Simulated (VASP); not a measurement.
# BN (BN (110), 1 layers) in VASP: density of states with PBE

Aim: the density of states of BN (BN (110), 1 layers) with PBE.

Program: VASP 6.6.1. These are calculated values, not measurements. Logs are shortened: lines on timing, memory, paths and dates and some standing lists are left out, and cuts for length are marked.

## (1) The cell of the first run

The cell holds a slab with vacuum, 2 atoms: a = 2.563 Å, b = 3.625 Å, c = 16.000 Å, α = 90.00°, β = 90.00°, γ = 90.00°.

## (2) Density of states, PBE

POSCAR reads:

```
BN
1.0
    2.5630581740      0.0000000000      0.0000000000
    0.0000000000      3.6247116308      0.0000000000
    0.0000000000      0.0000000000     16.0000000000
B N
1 1
Direct
    0.2500000000      0.1250000000      0.5000000000
    0.7500000000      0.8750000000      0.5000000000
```

INCAR.step1 reads:

```
ALGO = Normal
DIPOL = 0.5 0.5 0.500
EDIFF = 1E-6
ENCUT = 520
GGA = PE
IDIPOL = 3
ISIF = 2
ISMEAR = -1
LASPH = T
LCHARG = T
LDIPOL = T
LREAL = F
LWAVE = F
NBANDS = 11
NELM = 60
PREC = Accurate
SIGMA = 0.02
```

KPOINTS.step1 reads:

```
k-points
0
Gamma
  12 8 1
```

INCAR.step2 reads:

```
ALGO = Normal
DIPOL = 0.5 0.5 0.500
EDIFF = 1E-6
ENCUT = 520
GGA = PE
ICHARG = 11
IDIPOL = 3
ISIF = 2
ISMEAR = -5
LASPH = T
LCHARG = F
LDIPOL = T
LORBIT = 10
LREAL = F
LWAVE = F
NBANDS = 11
NEDOS = 1001
NELM = 60
PREC = Accurate
SIGMA = 0.02
```

KPOINTS.step2 reads:

```
k-points
0
Gamma
  18 12 1
```

Potentials or basis: VASP PAW PBE potentials, release 64 (B, N).

Started as:

```bash
$ cat potpaw_PBE.64/B/POTCAR potpaw_PBE.64/N/POTCAR > POTCAR
$ cp INCAR.step1 INCAR
$ cp KPOINTS.step1 KPOINTS
$ mpirun -np 1 vasp_std > vasp.out
$ cp INCAR.step2 INCAR
$ cp KPOINTS.step2 KPOINTS
$ mpirun -np 1 vasp_std > vasp.out
```

OUTCAR:

```text
EDIFF = 1E-6
   ENCUT = 520
   GGA = PE
   ICHARG = 11
   ISIF = 2
   ISMEAR = -5
   LASPH = T
   LORBIT = 10
   LREAL = F
   NELM = 60
   PREC = Accurate

 ion  position               nearest neighbor table
   1  0.250  0.125  0.500-   2 1.57   2 1.57
   2  0.750  0.875  0.500-   1 1.57   1 1.57

  LATTYP: Found a simple orthorhombic cell.
 ALAT       =     2.5630581740
 B/A-ratio  =     1.4142135624
 C/A-ratio  =     6.2425426634

  Lattice vectors:

 A1 = (   2.5630581740,   0.0000000000,   0.0000000000)
 A2 = (   0.0000000000,   3.6247116308,   0.0000000000)
 A3 = (   0.0000000000,   0.0000000000,  16.0000000000)

Analysis of symmetry for initial positions (statically):
=====================================================================
 Subroutine PRICEL returns:
 Original cell was already a primitive cell.

 Routine SETGRP: Setting up the symmetry group for a
 simple orthorhombic supercell.

 Subroutine GETGRP returns: Found  4 space group operations
 (whereof  2 operations were pure point group operations)
 out of a pool of  8 trial point group operations.

The static configuration has the point symmetry C_1h.
 The point group associated with its full space group is C_2v.

Analysis of symmetry for dynamics (positions and initial velocities):
=====================================================================
 Subroutine PRICEL returns:
 Original cell was already a primitive cell.

 Routine SETGRP: Setting up the symmetry group for a
 simple orthorhombic supercell.

 Subroutine GETGRP returns: Found  4 space group operations
 (whereof  2 operations were pure point group operations)
 out of a pool of  8 trial point group operations.

The dynamic configuration has the point symmetry C_1h.
 The point group associated with its full space group is C_2v.

 Subroutine INISYM returns: Found  4 space group operations
 (whereof  2 operations are pure point group operations),
 and found     1 'primitive' translations

----------------------------------------------------------------------------------------

                                     Primitive cell

  volume of cell :     148.6455

  direct lattice vectors                    reciprocal lattice vectors
     2.563058174  0.000000000  0.000000000     0.390158916  0.000000000  0.000000000
     0.000000000  3.624711631  0.000000000     0.000000000  0.275884016  0.000000000
     0.000000000  0.000000000 16.000000000     0.000000000  0.000000000  0.062500000

  length of vectors
     2.563058174  3.624711631 16.000000000     0.390158916  0.275884016  0.062500000

  position of ions in fractional coordinates (direct lattice)
     0.250000000  0.125000000  0.500000000
     0.750000000  0.875000000  0.500000000

  ion indices of the primitive-cell ions
   primitive index   ion index
                 1           1
                 2           2

----------------------------------------------------------------------------------------

 KPOINTS: k-points

Automatic generation of k-mesh.
 Grid dimensions read from file:
 generate k-points for:   18   12    1

 Generating k-lattice:

  Cartesian coordinates                     Fractional coordinates (reciprocal lattice)
     0.021675495  0.000000000  0.000000000     0.055555556  0.000000000  0.000000000
     0.000000000  0.022990335  0.000000000     0.000000000  0.083333333  0.000000000
     0.000000000  0.000000000  0.062500000     0.000000000  0.000000000  1.000000000

  Length of vectors
     0.021675495  0.022990335  0.062500000

  Shift w.r.t. Gamma in fractional coordinates (k-lattice)
     0.000000000  0.000000000  0.000000000

 TETIRR: Found    648 inequivalent tetrahedra from     1296

 Subroutine IBZKPT returns following result:
 ===========================================

 Found     70 irreducible k-points:

 Following reciprocal coordinates:
            Coordinates               Weight
  0.000000  0.000000  0.000000      1.000000
  0.055556  0.000000  0.000000      2.000000
  0.111111  0.000000  0.000000      2.000000
  0.166667  0.000000  0.000000      2.000000
  0.222222  0.000000  0.000000      2.000000
  0.277778  0.000000  0.000000      2.000000
[... 16 lines left out ...]
  0.111111  0.166667  0.000000      4.000000
  0.166667  0.166667  0.000000      4.000000
 [... further k-points ...]
   k-points           NKPTS =     70   k-points in BZ     NKDIM =     70   number of bands    NBANDS=     11
   number of dos      NEDOS =   1001   number of ions     NIONS =      2
   total plane-waves  NPLWV =  67200
   dimension x,y,z NGX =    20 NGY =   28 NGZ =  120
   dimension x,y,z NGXF=    40 NGYF=   56 NGZF=  240
   ions per type =               1   1
   NGX,Y,Z   is equivalent  to a cutoff of  12.97, 12.84, 12.47 a.u.
   NGXF,Y,Z  is equivalent  to a cutoff of  25.94, 25.68, 24.94 a.u.
 SYSTEM =  unknown system
   PREC   = accura    normal or accurate (medium, high low for compatibility)
   ISTART =      0    job   : 0-new  1-cont  2-samecut
   ICHARG =     11    charge: 1-file 2-atom 10-const
   ISPIN  =      1    spin polarized calculation?
   LNONCOLLINEAR =      F non collinear calculations
   LSORBIT =      F    spin-orbit coupling
   LASPH  =      T    aspherical Exc in radial PAW
   ENCUT  =  520.0 eV  38.22 Ry    6.18 a.u.   4.77  6.74 29.75*2*pi/ulx,y,z
   NELM   =     60;   NELMIN=  2; NELMDL=  0     # of ELM steps
   EDIFF  = 0.1E-05   stopping-criterion for ELM
   LREAL  =      F    real-space projection
   EDIFFG = 0.1E-04   stopping-criterion for IOM
   NSW    =      0    number of steps for IOM
   IBRION =     -1    ionic relax: 0-MD 1-quasi-New 2-CG
   NFREE  =      0    steps in history (QN), initial steepest desc. (CG)
   ISIF   =      2    stress and relaxation
   ISYM   =      2    0-nonsym 1-usesym 2-fastsym
   POTIM  = 0.5000    time-step for ionic-motion
   TEBEG  =    0.0;   TEEND  =   0.0 temperature during run
   PSTRESS=    0.0 pullay stress
   NELECT =       8.0000    total number of electrons
   NUPDOWN=      -1.0000    fix difference up-down
   EMIN   =  10.00;   EMAX   =-10.00  energy-range for DOS
   EFERMI =   0.00;   METHOD = LEGACY
   ISMEAR =    -5;   SIGMA  =   0.02  broadening in eV -4-tet -1-fermi 0-gaus
   EFERMI_NEDOS =   21; number of points for ismear=-14 and -15
   IALGO  =     38    algorithm
   IMIX   =      4    mixing-type and parameters
     AMIX     =   0.40;   BMIX     =  1.00
     AMIX_MAG =   1.60;   BMIX_MAG =  1.00
  volume/ion in A,a.u.               =      74.32       501.55
  Fermi-wavevector in a.u.,A,eV,Ry     =   0.618094  1.168027  5.197964  0.382040
  Thomas-Fermi vector in A             =   1.676413
   LORBIT       =     10    0 simple, 1 ext, 2 COOP (PROOUT), +10 PAW based schemes
   GGA     = PE    functional components
   LHFCALC =     F    Hartree Fock is set to
   AEXX    =    0.0000 exact exchange contribution
   IVDW    =     0    specifies the selected vdW correction
   LEPSILON=     F    determine dielectric tensor
   LRPA    =     F    only Hartree local field effects (RPA)
 non-spin polarized calculation
 Fermi weights with tetrahedron method with Bloechl corrections
  energy-cutoff  :      520.00
  volume of cell :      148.65
 maximum number of plane-waves:      4030
 NGX is ok and might be reduce to    20

 number of electron       8.0000000 magnetization

 dipolmoment           0.000000      0.000000     -0.000000 electrons x Angstroem

 Free energy of the ion-electron system (eV)
  ---------------------------------------------------
  ext. energy  EPLUGINS =         0.00000000
  ---------------------------------------------------
  free energy    TOTEN  =       -12.70700841 eV

  energy without entropy =      -12.70700841  energy(sigma->0) =      -12.70700841

 E-fermi :  -4.7892     XC(G=0):  -2.2292

 val. band max:       -4.7923689096   @ k =   0.5000   0.1667   0.0000
 cond. band min:      -4.7770916636   @ k =   0.0000   0.0833   0.0000
 fundamental gap:      0.0152772460
 Fermi energy:        -4.7891556422

 k-point     1 :       0.0000    0.0000    0.0000
  band No.  band energies     occupation
      1     -19.9509      2.00000
      2      -7.8442      2.00000
      3      -7.7084      2.00000
      4      -6.5708      2.00000
      5      -5.1535      2.30539
      6       0.4867      0.00000
      7       0.5931      0.00000
      8       1.6391      0.00000
      9       1.6561      0.00000
     10       3.3494      0.00000
     11       3.8601      0.00000

 k-point     2 :       0.0556    0.0000    0.0000
  band No.  band energies     occupation
      1     -19.9116      2.00000
      2      -7.7892      2.00000
      3      -7.6785      2.00000
      4      -6.7947      2.00000
      5      -5.1000      2.26574
      6       0.5081      0.00000
      7       0.6660      0.00000
      8       1.6672      0.00000
      9       1.7293      0.00000
     10       3.4083      0.00000
     11       3.9646      0.00000

 k-point     3 :       0.1111    0.0000    0.0000
  band No.  band energies     occupation
      1     -19.7951      2.00000
      2      -7.6254      2.00000
      3      -7.5927      2.00000
      4      -7.3838      2.00000
      5      -4.9624      1.81829
      6       0.5458      0.00000
      7       0.8810      0.00000
      8       1.7660      0.00000
      9       1.9460      0.00000
     10       3.5877      0.00000
     11       4.2406      0.00000
[... 267 lines left out ...]
 k-point    23 :       0.1111    0.1667    0.0000
  band No.  band energies     occupation
      1     -19.7423      2.00000
      2      -8.5044      2.00000
      3      -7.5236      2.00000
      4      -7.3351      2.00000
      5      -3.8821      0.00000
      6       0.3159      0.00000
      7       1.1854      0.00000
      8       1.9514      0.00000
      9       2.2531      0.00000
     10       3.8703      0.00000
     11       4.4854      0.00000

 k-point    24 :       0.1667    0.1667    0.0000
  band No.  band energies     occupation
      1     -19.5544      2.00000
      2      -8.3825      2.00000
      3      -8.0752      2.00000
      4      -7.2574      2.00000
      5      -3.7924      0.00000
      6       0.3010      0.00000
      7       1.5323      0.00000
      8       2.2222      0.00000
      9       2.6064      0.00000
     10       4.1739      0.00000
     11       4.8774      0.00000

 [... further k-points ...]

------------------------ aborting loop because EDIFF is reached ----------------------------------------

 vacuum level on the upper side and lower side of the slab       (xc-potential included)        -0.096        -0.096

  FORCE on cell =-STRESS in cart. coord.  units (eV):
  Direction    XX          YY          ZZ          XY          YZ          ZX
  --------------------------------------------------------------------------------------
  -------------------------------------------------------------------------------------
  Total       -5.6009862     -8.6405874      0.0720807      0.0000000      0.0000000      0.0000000
  in kB      -60.3702777    -93.1326458      0.7769221      0.0000000      0.0000000      0.0000000
  external PRESSURE =     -50.9086672 kB  Pullay stress =       0.0000000 kB

 VOLUME and BASIS-vectors are now :
 -----------------------------------------------------------------------------
  energy-cutoff  :      520.00
  volume of cell :      148.65
      direct lattice vectors                 reciprocal lattice vectors
     2.563058174  0.000000000  0.000000000     0.390158916  0.000000000  0.000000000
     0.000000000  3.624711631  0.000000000     0.000000000  0.275884016  0.000000000
     0.000000000  0.000000000 16.000000000     0.000000000  0.000000000  0.062500000

 POSITION                                       TOTAL-FORCE (eV/Angst)
 -----------------------------------------------------------------------------------
      0.64076      0.45309      8.00000         0.000000     -8.345024      0.000000
      1.92229      3.17162      8.00000         0.000000      8.345024      0.000000
 -----------------------------------------------------------------------------------
    total drift:                               -0.000000     -0.016142      0.000000

  FREE ENERGIE OF THE ION-ELECTRON SYSTEM (eV)
  ---------------------------------------------------
  free  energy   TOTEN  =       -12.7070084124 eV

  energy  without entropy=      -12.7070084124  energy(sigma->0) =      -12.70700841

 vacuum level on the upper side and lower side of the slab         1.060         1.060

 total charge

# of ion       s       p       d       tot
------------------------------------------
    1        0.689   0.902   0.000   1.590
    2        1.285   2.328   0.000   3.613
--------------------------------------------------
tot          1.973   3.230   0.000   5.203
```

It took 2.6 min on 1 thread of Intel Xeon 8259CL, shared host; peak memory 0.29 GiB.

Results:

- Valence electrons inside the program's atomic spheres: B 1.59; N 3.61

Levels at points of the mesh, in eV from the Fermi level:
```
           k point  band 2  band 3  band 4  band 5  band 6  band 7
(0.00, 0.00, 0.00)   -3.06   -2.92   -1.78   -0.36    5.28    5.38
(0.50, 0.00, 0.00)   -7.37   -1.75   -0.04    1.39    3.05    7.41
(0.00, 0.50, 0.00)   -5.41   -2.60   -1.69    3.24    4.11    7.52
(0.50, 0.50, 0.00)   -7.11   -2.92    0.13    0.19    3.45   10.48
```

Caveat: tetrahedron occupations give inexact forces and stress in metals.
